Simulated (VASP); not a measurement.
# Hf4Cd (Im-3m) in VASP: further runs, part 2 of 2

VASP 6.6.1. The steps go on from the part before.

## 3. Single point, PBE

This run uses another cell than the first one, of 26.52 Å³/atom.

File INCAR:

```
PREC     = Accurate       # precision mode
ENCUT    = 520            # plane-wave cutoff, eV
EDIFF    = 1E-6           # SCF threshold, eV
ISMEAR   = 0              # smearing method
SIGMA    = 0.1            # smearing width, eV
LREAL    = False          # projectors in reciprocal space
LASPH    = True           # aspherical terms in the spheres
NELM     = 60             # most SCF steps
ALGO     = Fast           # electronic algorithm
ISIF     = 2              # what is computed and relaxed
LWAVE    = False          # write WAVECAR
LCHARG   = False          # write CHGCAR
GGA      = PE             # functional
NBANDS   = 34             # bands
```

File KPOINTS:

```
regular mesh
0
Gamma
  8 8 8
```

File POSCAR:

```
Hf4Cd
1.0
   -3.2125211297      3.2125211297      3.2125211297
    3.2125211297     -3.2125211297      3.2125211297
    3.2125211297      3.2125211297     -3.2125211297
Hf Cd
4 1
Direct
    0.0000000000      0.0000000000      0.5000000000
    0.0000000000      0.5000000000      0.0000000000
    0.5000000000      0.0000000000      0.0000000000
    0.5000000000      0.5000000000      0.5000000000
    0.0000000000      0.0000000000      0.0000000000
```

Potentials or basis: VASP PAW PBE potentials, release 64 (Hf_pv, Cd).

On the command line:

```sh
$ cat potpaw_PBE.64/Hf_pv/POTCAR potpaw_PBE.64/Cd/POTCAR > POTCAR
$ mpirun -np 1 vasp_std > vasp.out
```

OUTCAR:

```text
PREC = Accurate
   ENCUT = 520
   EDIFF = 1E-6
   ISMEAR = 0
   LREAL = False
   LASPH = True
   NELM = 60
   ISIF = 2
   GGA = PE

 ion  position               nearest neighbor table
   1  0.000  0.000  0.500-   5 2.78   5 2.78   4 3.21   2 3.21   3 3.21   2 3.21   3 3.21   4 3.21

   2  0.000  0.500  0.000-   5 2.78   5 2.78   4 3.21   1 3.21   3 3.21   1 3.21   4 3.21   3 3.21

   3  0.500  0.000  0.000-   5 2.78   5 2.78   4 3.21   1 3.21   4 3.21   2 3.21   1 3.21   2 3.21

   4  0.500  0.500  0.500-   5 2.78   5 2.78   3 3.21   1 3.21   3 3.21   2 3.21   1 3.21   2 3.21

   5  0.000  0.000  0.000-   1 2.78   2 2.78   3 2.78   4 2.78   1 2.78   2 2.78   3 2.78   4 2.78

  LATTYP: Found a body centered cubic cell.
 ALAT       =     6.4250422594

  Lattice vectors:

 A1 = (  -3.2125211297,   3.2125211297,   3.2125211297)
 A2 = (   3.2125211297,  -3.2125211297,   3.2125211297)
 A3 = (   3.2125211297,   3.2125211297,  -3.2125211297)

Analysis of symmetry for initial positions (statically):
=====================================================================
 Subroutine PRICEL returns:
[... 175 lines left out ...]
  free energy    TOTEN  =       -35.14048701 eV

  energy without entropy =      -35.09626530  energy(sigma->0) =      -35.11837616

 E-fermi :   3.0173     XC(G=0): -10.3182

 val. band max:        3.0103057398   @ k =   0.5000   0.0000   0.0000
 cond. band min:       3.0207751939   @ k =  -0.1250   0.1250   0.1250
 fundamental gap:      0.0104694541
 Fermi energy:         3.0173175967

 k-point     1 :       0.0000    0.0000    0.0000
  band No.  band energies     occupation
      1     -27.9745      2.00000
      2     -27.9745      2.00000
      3     -27.9745      2.00000
      4     -27.9587      2.00000
      5     -27.9587      2.00000
      6     -27.9587      2.00000
[... 877 lines left out ...]
     33       5.6492      0.00000
     34       5.7105      0.00000

 [... further k-points ...]
[... 5 lines left out ...]
  --------------------------------------------------------------------------------------
  -------------------------------------------------------------------------------------
  Total       -0.1970407     -0.1970407     -0.1970407      0.0000000      0.0000000     -0.0000000
  in kB       -2.3805023     -2.3805023     -2.3805023      0.0000000      0.0000000     -0.0000000
  external PRESSURE =      -2.3805023 kB  Pullay stress =       0.0000000 kB

 VOLUME and BASIS-vectors are now :
 -----------------------------------------------------------------------------
  energy-cutoff  :      520.00
  volume of cell :      132.62
      direct lattice vectors                 reciprocal lattice vectors
    -3.212521130  3.212521130  3.212521130     0.000000000  0.155641000  0.155641000
     3.212521130 -3.212521130  3.212521130     0.155641000  0.000000000  0.155641000
     3.212521130  3.212521130 -3.212521130     0.155641000  0.155641000  0.000000000

 POSITION                                       TOTAL-FORCE (eV/Angst)
 -----------------------------------------------------------------------------------
      1.60626      1.60626     -1.60626         0.000000     -0.000000      0.000000
      1.60626     -1.60626      1.60626        -0.000000      0.000000      0.000000
     -1.60626      1.60626      1.60626        -0.000000     -0.000000     -0.000000
      1.60626      1.60626      1.60626        -0.000000      0.000000     -0.000000
      0.00000      0.00000      0.00000         0.000000      0.000000     -0.000000
 -----------------------------------------------------------------------------------
    total drift:                               -0.000000     -0.000000      0.000000

  FREE ENERGIE OF THE ION-ELECTRON SYSTEM (eV)
  ---------------------------------------------------
  free  energy   TOTEN  =       -35.1404870145 eV

  energy  without entropy=      -35.0962653028  energy(sigma->0) =      -35.11837616
```

OSZICAR:

```text
N       E                     dE             d eps       ncg     rms          rms(c)
DAV:   1     0.265944847431E+03    0.26594E+03   -0.28691E+04  2012   0.144E+03
DAV:   2    -0.223629400667E+02   -0.28831E+03   -0.27998E+03  2264   0.369E+02
DAV:   3    -0.365659182770E+02   -0.14203E+02   -0.13795E+02  2578   0.589E+01
DAV:   4    -0.369007339551E+02   -0.33482E+00   -0.33179E+00  2496   0.842E+00
DAV:   5    -0.369114505587E+02   -0.10717E-01   -0.10703E-01  2740   0.118E+00    0.694E+01
RMM:   6    -0.354494240511E+02    0.14620E+01   -0.18293E+00  1988   0.708E+00    0.414E+01
RMM:   7    -0.352000912834E+02    0.24933E+00   -0.36132E+00  2425   0.815E+00    0.294E+00
RMM:   8    -0.351447503721E+02    0.55341E-01   -0.28049E-01  2315   0.298E+00    0.121E+00
RMM:   9    -0.351383831413E+02    0.63672E-02   -0.83734E-02  2440   0.122E+00    0.449E-01
RMM:  10    -0.351401166727E+02   -0.17335E-02   -0.20444E-02  2781   0.443E-01    0.376E-01
RMM:  11    -0.351403870648E+02   -0.27039E-03   -0.30055E-03  2855   0.162E-01    0.120E-01
RMM:  12    -0.351404826760E+02   -0.95611E-04   -0.81456E-04  2649   0.998E-02    0.929E-02
RMM:  13    -0.351404777526E+02    0.49235E-05   -0.28397E-04  2673   0.557E-02    0.879E-02
RMM:  14    -0.351404846698E+02   -0.69172E-05   -0.86384E-05  2522   0.222E-02    0.140E-02
RMM:  15    -0.351404863466E+02   -0.16768E-05   -0.18215E-05  2100   0.935E-03    0.255E-02
RMM:  16    -0.351404870145E+02   -0.66789E-06   -0.56163E-06  1820   0.461E-03
   1 F= -.35140487E+02 E0= -.35118376E+02  d E =-.442217E-01
```

stdout:

```text
POSCAR found type information on POSCAR HfCd
 POSCAR found :  2 types and       5 ions
 scaLAPACK will be used
 LDA part: xc-table for (Slater+PW92), standard interpolation
 POSCAR, INCAR and KPOINTS ok, starting setup
 FFT: planning ... GRIDC
 FFT: planning ... GRID_SOFT
 FFT: planning ... GRID
 WAVECAR not read
 entering main loop
```

It took 4.2 min on 1 thread of Intel Xeon 8259CL, shared host; peak memory 0.33 GiB.

What came out:

| Property | Result |
| --- | --- |
| Free energy | -35.1405 eV |
| Pressure | -0.2 GPa |
| Band gap on the k mesh | zero (bands 26 and 27 overlap by 1.11 eV) |

Caveat: spin-orbit coupling is left out, which moves the levels of the heavy elements.

## 4. Relaxation of cell and atoms, PBE

This run uses another cell than the first one, of 26.68 Å³/atom.

File INCAR:

```
SYSTEM = Hf4Cd
ALGO = Fast
EDIFF = 1E-6
EDIFFG = -0.01
ENCUT = 600
GGA = PE
IBRION = 2
ISIF = 3
ISMEAR = 0
LASPH = .TRUE.
LCHARG = .FALSE.
LREAL = .FALSE.
LWAVE = .FALSE.
NELM = 60
NSW = 100
PREC = Accurate
SIGMA = 0.1
```

File KPOINTS:

```
k-points
0
G
  8 8 8
  0 0 0
```

POSCAR: that of step 3 with these lines changed.

```diff
@@ -2,5 +2,5 @@
 1.0
-   -3.2125211297      3.2125211297      3.2125211297
-    3.2125211297     -3.2125211297      3.2125211297
-    3.2125211297      3.2125211297     -3.2125211297
+   -3.2187289170      3.2187289170      3.2187289170
+    3.2187289170     -3.2187289170      3.2187289170
+    3.2187289170      3.2187289170     -3.2187289170
 Hf Cd
```

On the command line:

```sh
$ cat potpaw_PBE.64/Hf_pv/POTCAR potpaw_PBE.64/Cd/POTCAR > POTCAR
$ mpirun -np 1 vasp_std > vasp.out
```

Run time: 15 min. Hardware: 1 thread of Intel Xeon 8259CL, shared host; peak memory 0.41 GiB.

Results (log left out):

```yaml
Free_energy: -35.1413 eV
Relaxed_volume: 26.44 Å³/atom
Relaxed_cell: a = 5.558 Å, b = 5.558 Å, c = 5.558 Å, α = 109.47°, β = 109.47°, γ = 109.47°
Space_group_after_relaxing_to_0.1_Å: Im-3m (No. 229)
Energy_gained_by_relaxing: 0.5 meV/atom
Ionic_steps: 3
Pressure_after_relaxing: 0.0 GPa
Band_gap_on_the_k_mesh: zero (bands 26 and 27 overlap by 1.12 eV)
```

Step by step:
```csv
step,energy change (eV),largest force (eV/Å),pressure (GPa),volume (Å³)
1,0.0000,0.0000,-0.70,133.39
2,-0.0005,0.0000,0.62,131.14
3,-0.0026,0.0000,0.00,132.20
```

Final structure:
```
Hf Cd
1.0
    -3.20919    3.20919    3.20919
     3.20919   -3.20919    3.20919
     3.20919    3.20919   -3.20919
Hf Cd
4 1
Direct
  0.00000 0.00000 0.50000
  0.00000 0.50000 0.00000
  0.50000 0.00000 0.00000
  0.50000 0.50000 0.50000
  0.00000 0.00000 0.00000
```

Levels at points of the mesh, in eV from the Fermi level:
| k point | band 23 | band 24 | band 25 | band 26 | band 27 | band 28 | band 29 | band 30 |
| --- | --- | --- | --- | --- | --- | --- | --- | --- |
| (0.00, 0.00, 0.00) | -0.70 | -0.52 | -0.52 | -0.52 | 1.07 | 1.07 | 1.07 | 2.97 |
| (0.50, 0.00, 0.00) | -0.66 | -0.23 | -0.19 | -0.01 | 0.19 | 0.72 | 0.77 | 1.48 |
| (0.50, 0.50, 0.50) | -1.04 | -1.04 | -0.36 | -0.36 | -0.36 | -0.18 | -0.18 | 1.93 |

Caveat: spin-orbit coupling is left out, which moves the levels of the heavy elements.

## 5. The runs side by side

```csv
task,cell,k mesh,cutoff (eV),gap on the mesh (eV),pressure (GPa),relaxed volume (Å³/atom)
relaxation of cell and atoms,"relaxed from a = 5.144 Å, angles 109.5°, 5 atoms",4 × 4 × 4,600,none,-0.2,26.59
single point,"a = 5.564 Å, angles 109.5°, 5 atoms",8 × 8 × 8,520,none,-0.2,-
relaxation of cell and atoms,"relaxed from a = 5.575 Å, angles 109.5°, 5 atoms",8 × 8 × 8,600,none,0.0,26.44
```

Alike in all rows: level PBE; potentials or basis VASP PAW PBE potentials, release 64 (Hf_pv, Cd); no spin polarisation; smearing gaussian 0.1 eV.

Caveats: some runs use coarse meshes; spin-orbit coupling is left out, which moves the levels of the heavy elements; the volume moved by over 15 % at a fixed basis, so the end points are rough (at least some runs).

Total energies depend on the potentials used, so only differences within one code and one set of settings carry meaning.
